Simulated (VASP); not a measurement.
# NbP (I4_1md) in VASP: further runs

NbP is run at these levels: PBE+D3(BJ), PBE; tasks: single point.

Program: VASP 6.6.1. These are calculated values, not measurements. Logs are shortened: lines on timing, memory, paths and dates and some standing lists are left out, and cuts for length are marked.

## (1) The cell of the first run

Symmetry: I4_1md, No. 109, tetragonal system. Conventional cell: a = 3.347 Å, b = 3.347 Å, c = 11.428 Å, α = 90.00°, β = 90.00°, γ = 90.00°. Nb (site symmetry 2mm) has 6 P at 2.54 to 2.55 Å and 8 Nb at 3.31 to 3.35 Å within 3.4 Å. P (site symmetry 2mm) has 6 Nb at 2.54 to 2.55 Å and 8 P at 3.31 to 3.35 Å within 3.4 Å.

## (2) Single point, PBE+D3(BJ)

Input file INCAR:

```
SYSTEM = NbP
ALGO = Normal
EDIFF = 1E-7
ENCUT = 520
GGA = PE
ISIF = 2
ISMEAR = 0
IVDW = 12
LASPH = .True.
LCHARG = .False.
LREAL = .False.
LWAVE = .False.
NBANDS = 26
NELM = 80
PREC = Accurate
SIGMA = 0.1
```

Input file KPOINTS:

```
k-points
0
Gamma
  18 18 18
  0 0 0
```

Input file POSCAR:

```
NbP
1.0
   -1.6735234221      1.6735234221      5.7139822352
    1.6735234221     -1.6735234221      5.7139822352
    1.6735234221      1.6735234221     -5.7139822352
Nb P
2 2
Direct
    0.7500346828      0.7500346828      0.0000000000
    0.5000346828      1.0000346828      0.5000000000
    0.3325938922      0.3325938922      0.0000000000
    0.0825938922      0.5825938922      0.5000000000
```

Potentials or basis: VASP PAW PBE potentials, release 64 (Nb_sv, P).

The run is started by

```console
cat potpaw_PBE.64/Nb_sv/POTCAR potpaw_PBE.64/P/POTCAR > POTCAR
mpirun -np 1 vasp_std > vasp.out
```

OUTCAR:

```text
SYSTEM = NbP
   EDIFF = 1E-7
   ENCUT = 520
   GGA = PE
   ISIF = 2
   ISMEAR = 0
   IVDW = 12
   LASPH = .True.
   LREAL = .False.
   NELM = 80
   PREC = Accurate
 IVDW          = 12

 ion  position               nearest neighbor table
   1  0.750  0.750  0.000-   4 2.54   4 2.54   3 2.55   3 2.55   3 2.55   3 2.55
   2  0.500  0.000  0.500-   3 2.54   3 2.54   4 2.55   4 2.55   4 2.55   4 2.55
   3  0.333  0.333  0.000-   2 2.54   2 2.54   1 2.55   1 2.55   1 2.55   1 2.55
   4  0.083  0.583  0.500-   1 2.54   1 2.54   2 2.55   2 2.55   2 2.55   2 2.55

  LATTYP: Found a body centered tetragonal cell.
 ALAT       =     3.3470468442
 C/A-ratio  =     3.4143425540

  Lattice vectors:

 A1 = (  -1.6735234221,   1.6735234221,   5.7139822352)
 A2 = (   1.6735234221,  -1.6735234221,   5.7139822352)
 A3 = (   1.6735234221,   1.6735234221,  -5.7139822352)

Analysis of symmetry for initial positions (statically):
=====================================================================
 Subroutine PRICEL returns:
 Original cell was already a primitive cell.

 Routine SETGRP: Setting up the symmetry group for a
 body centered tetragonal supercell.

 Subroutine GETGRP returns: Found  8 space group operations
 (whereof  4 operations were pure point group operations)
 out of a pool of 16 trial point group operations.

The static configuration has the point symmetry C_2v.
 The point group associated with its full space group is C_4v.

Analysis of symmetry for dynamics (positions and initial velocities):
=====================================================================
 Subroutine PRICEL returns:
 Original cell was already a primitive cell.

 Routine SETGRP: Setting up the symmetry group for a
 body centered tetragonal supercell.

 Subroutine GETGRP returns: Found  8 space group operations
 (whereof  4 operations were pure point group operations)
 out of a pool of 16 trial point group operations.

The dynamic configuration has the point symmetry C_2v.
 The point group associated with its full space group is C_4v.

 Subroutine INISYM returns: Found  8 space group operations
 (whereof  4 operations are pure point group operations),
 and found     1 'primitive' translations

----------------------------------------------------------------------------------------

                                     Primitive cell

  volume of cell :      64.0122

  direct lattice vectors                    reciprocal lattice vectors
    -1.673523422  1.673523422  5.713982235     0.000000000  0.298770841  0.087504647
     1.673523422 -1.673523422  5.713982235     0.298770841  0.000000000  0.087504647
     1.673523422  1.673523422 -5.713982235     0.298770841  0.298770841  0.000000000

  length of vectors
     6.184735586  6.184735586  6.184735586     0.311321504  0.311321504  0.422525775

  position of ions in fractional coordinates (direct lattice)
     0.750034683  0.750034683  0.000000000
     0.500034683  0.000034683  0.500000000
     0.332593892  0.332593892  0.000000000
     0.082593892  0.582593892  0.500000000

  ion indices of the primitive-cell ions
   primitive index   ion index
                 1           1
                 2           2
                 3           3
                 4           4

----------------------------------------------------------------------------------------

 KPOINTS: k-points

Automatic generation of k-mesh.
 Grid dimensions read from file:
 generate k-points for:   18   18   18

 Generating k-lattice:

  Cartesian coordinates                     Fractional coordinates (reciprocal lattice)
     0.000000000  0.016598380  0.004861369     0.055555556 -0.000000000  0.000000000
     0.016598380  0.000000000  0.004861369    -0.000000000  0.055555556  0.000000000
     0.016598380  0.016598380  0.000000000     0.000000000  0.000000000  0.055555556

  Length of vectors
     0.017295639  0.017295639  0.023473654

  Shift w.r.t. Gamma in fractional coordinates (k-lattice)
     0.000000000  0.000000000  0.000000000

 Subroutine IBZKPT returns following result:
 ===========================================

 Found    480 irreducible k-points:

 Following reciprocal coordinates:
            Coordinates               Weight
  0.000000  0.000000  0.000000      1.000000
  0.055556 -0.000000  0.000000      8.000000
  0.111111 -0.000000  0.000000      8.000000
  0.166667  0.000000  0.000000      8.000000
  0.222222 -0.000000  0.000000      8.000000
  0.277778  0.000000 -0.000000      8.000000
[... 16 lines left out ...]
 -0.277778  0.055556  0.000000     16.000000
 -0.222222  0.055556 -0.000000     16.000000
 [... further k-points ...]
   k-points           NKPTS =    480   k-points in BZ     NKDIM =    480   number of bands    NBANDS=     26
   number of dos      NEDOS =    301   number of ions     NIONS =      4
   total plane-waves  NPLWV = 110592
   dimension x,y,z NGX =    48 NGY =   48 NGZ =   48
   dimension x,y,z NGXF=    96 NGYF=   96 NGZF=   96
   ions per type =               2   2
   NGX,Y,Z   is equivalent  to a cutoff of  12.90, 12.90, 12.90 a.u.
   NGXF,Y,Z  is equivalent  to a cutoff of  25.80, 25.80, 25.80 a.u.
 SYSTEM =  NbP
   PREC   = accura    normal or accurate (medium, high low for compatibility)
   ISTART =      0    job   : 0-new  1-cont  2-samecut
   ICHARG =      2    charge: 1-file 2-atom 10-const
   ISPIN  =      1    spin polarized calculation?
   LNONCOLLINEAR =      F non collinear calculations
   LSORBIT =      F    spin-orbit coupling
   LASPH  =      T    aspherical Exc in radial PAW
   ENCUT  =  520.0 eV  38.22 Ry    6.18 a.u.  11.50 11.50 11.50*2*pi/ulx,y,z
   NELM   =     80;   NELMIN=  2; NELMDL= -5     # of ELM steps
   EDIFF  = 0.1E-06   stopping-criterion for ELM
   LREAL  =      F    real-space projection
   EDIFFG = 0.1E-05   stopping-criterion for IOM
   NSW    =      0    number of steps for IOM
   IBRION =     -1    ionic relax: 0-MD 1-quasi-New 2-CG
   NFREE  =      0    steps in history (QN), initial steepest desc. (CG)
   ISIF   =      2    stress and relaxation
   ISYM   =      2    0-nonsym 1-usesym 2-fastsym
   POTIM  = 0.5000    time-step for ionic-motion
   TEBEG  =    0.0;   TEEND  =   0.0 temperature during run
   PSTRESS=    0.0 pullay stress
   NELECT =      36.0000    total number of electrons
   NUPDOWN=      -1.0000    fix difference up-down
   EMIN   =  10.00;   EMAX   =-10.00  energy-range for DOS
   EFERMI =   0.00;   METHOD = LEGACY
   ISMEAR =     0;   SIGMA  =   0.10  broadening in eV -4-tet -1-fermi 0-gaus
   EFERMI_NEDOS =   21; number of points for ismear=-14 and -15
   IALGO  =     38    algorithm
   IMIX   =      4    mixing-type and parameters
     AMIX     =   0.40;   BMIX     =  1.00
     AMIX_MAG =   1.60;   BMIX_MAG =  1.00
  volume/ion in A,a.u.               =      16.00       107.99
  Fermi-wavevector in a.u.,A,eV,Ry     =   1.351310  2.553605 24.844748  1.826037
  Thomas-Fermi vector in A             =   2.478742
   LORBIT       =      0    0 simple, 1 ext, 2 COOP (PROOUT), +10 PAW based schemes
   GGA     = PE    functional components
   LHFCALC =     F    Hartree Fock is set to
   AEXX    =    0.0000 exact exchange contribution
   IVDW    =    12    specifies the selected vdW correction
   LEPSILON=     F    determine dielectric tensor
   LRPA    =     F    only Hartree local field effects (RPA)
 non-spin polarized calculation
 Gauss-broadening in eV      SIGMA  =   0.10
  energy-cutoff  :      520.00
  volume of cell :       64.01
 maximum number of plane-waves:      1741
 NGX is ok and might be reduce to    48
   NGX = 23   NGY = 23   NGZ = 23

 number of electron      36.0000000 magnetization

 Free energy of the ion-electron system (eV)
  ---------------------------------------------------
  ext. energy  EPLUGINS =         0.00000000
  ---------------------------------------------------
  free energy    TOTEN  =       -35.32147106 eV

  energy without entropy =      -35.31949597  energy(sigma->0) =      -35.32048352

 E-fermi :  10.6457     XC(G=0): -12.0194

 val. band max:       10.6250508944   @ k =  -0.1667  -0.4444   0.1667
 cond. band min:      10.6503617380   @ k =  -0.0556  -0.4444   0.0556
 fundamental gap:      0.0253108436
 Fermi energy:        10.6457408949

 k-point     1 :       0.0000    0.0000    0.0000
  band No.  band energies     occupation
      1     -44.2889      2.00000
      2     -44.2503      2.00000
      3     -20.5564      2.00000
      4     -20.3535      2.00000
      5     -20.3535      2.00000
      6     -20.2094      2.00000
[... 18 lines left out ...]
     25      14.7266      0.00000
     26      14.7266      0.00000

 k-point     2 :       0.0556   -0.0000    0.0000
  band No.  band energies     occupation
      1     -44.2882      2.00000
      2     -44.2500      2.00000
      3     -20.5535      2.00000
      4     -20.3620      2.00000
      5     -20.3528      2.00000
      6     -20.2180      2.00000
[... 18 lines left out ...]
     25      14.7049      0.00000
     26      14.8829      0.00000

 k-point     3 :       0.1111   -0.0000    0.0000
  band No.  band energies     occupation
      1     -44.2860      2.00000
      2     -44.2492      2.00000
      3     -20.5453      2.00000
      4     -20.3859      2.00000
      5     -20.3509      2.00000
      6     -20.2415      2.00000
[... 18 lines left out ...]
     25      14.8325      0.00000
     26      15.2841      0.00000

 k-point     4 :       0.1667    0.0000    0.0000
  band No.  band energies     occupation
      1     -44.2826      2.00000
      2     -44.2479      2.00000
      3     -20.5342      2.00000
      4     -20.4205      2.00000
      5     -20.3480      2.00000
      6     -20.2756      2.00000
[... 18 lines left out ...]
     25      15.1028      0.00000
     26      15.8028      0.00000
[... 496 lines left out ...]
      1     -44.2690      2.00000
      2     -44.2431      2.00000
      3     -20.5817      2.00000
      4     -20.4651      2.00000
      5     -20.3842      2.00000
      6     -20.3443      2.00000
[... 18 lines left out ...]
     25      15.3697      0.00000
     26      16.9357      0.00000

 k-point    23 :      -0.2778    0.0556    0.0000
  band No.  band energies     occupation
      1     -44.2735      2.00000
      2     -44.2443      2.00000
      3     -20.5458      2.00000
      4     -20.4682      2.00000
      5     -20.3549      2.00000
      6     -20.3478      2.00000
[... 18 lines left out ...]
     25      15.5098      0.00000
     26      16.6460      0.00000

 k-point    24 :      -0.2222    0.0556   -0.0000
  band No.  band energies     occupation
      1     -44.2781      2.00000
      2     -44.2457      2.00000
      3     -20.5290      2.00000
      4     -20.4545      2.00000
      5     -20.3521      2.00000
      6     -20.3152      2.00000
[... 18 lines left out ...]
     25      15.4293      0.00000
     26      16.2107      0.00000

 [... further k-points ...]

------------------------ aborting loop because EDIFF is reached ----------------------------------------

 Edisp (eV)   -2.48881

 E8    (eV) :    -1.0971

  FORCE on cell =-STRESS in cart. coord.  units (eV):
  Direction    XX          YY          ZZ          XY          YZ          ZX
  --------------------------------------------------------------------------------------
  -------------------------------------------------------------------------------------
  Total      -2.71522    -2.71522    -2.70366     0.00000     0.00000     0.00000
  in kB     -67.95990   -67.95990   -67.67075     0.00000     0.00000     0.00000
  external pressure =      -67.86 kB  Pullay stress =        0.00 kB

 VOLUME and BASIS-vectors are now :
 -----------------------------------------------------------------------------
  energy-cutoff  :      520.00
  volume of cell :       64.01
      direct lattice vectors                 reciprocal lattice vectors
    -1.673523422  1.673523422  5.713982235     0.000000000  0.298770841  0.087504647
     1.673523422 -1.673523422  5.713982235     0.298770841  0.000000000  0.087504647
     1.673523422  1.673523422 -5.713982235     0.298770841  0.298770841  0.000000000

 POSITION                                       TOTAL-FORCE (eV/Angst)
 -----------------------------------------------------------------------------------
      0.00000      0.00000      8.57137        -0.000000      0.000000     -0.001744
      0.00000      1.67352      0.00040         0.000000     -0.000000     -0.001744
      0.00000      0.00000      3.80087        -0.000000      0.000000      0.001744
      1.67352      0.00000      0.94388         0.000000     -0.000000      0.001744
 -----------------------------------------------------------------------------------
    total drift:                                0.000000      0.000000      0.000198

  FREE ENERGIE OF THE ION-ELECTRON SYSTEM (eV)
  ---------------------------------------------------
  free  energy   TOTEN  =       -37.8102788695 eV

  energy  without entropy=      -37.8083037819  energy(sigma->0) =      -37.80929133
```

Run time: 34 min. Hardware: 1 thread of Intel Xeon Platinum 8488C (Sapphire Rapids), shared host; peak memory 0.82 GiB.

Results:

- Free energy: -37.8103 eV
- Pressure: -6.8 GPa
- Band gap on the k mesh: zero (bands 18 and 19 overlap by 0.14 eV)
- Dispersion energy per atom: -0.622 eV

Caveat: the cell stands under tension.

[end of part 1 of 2]
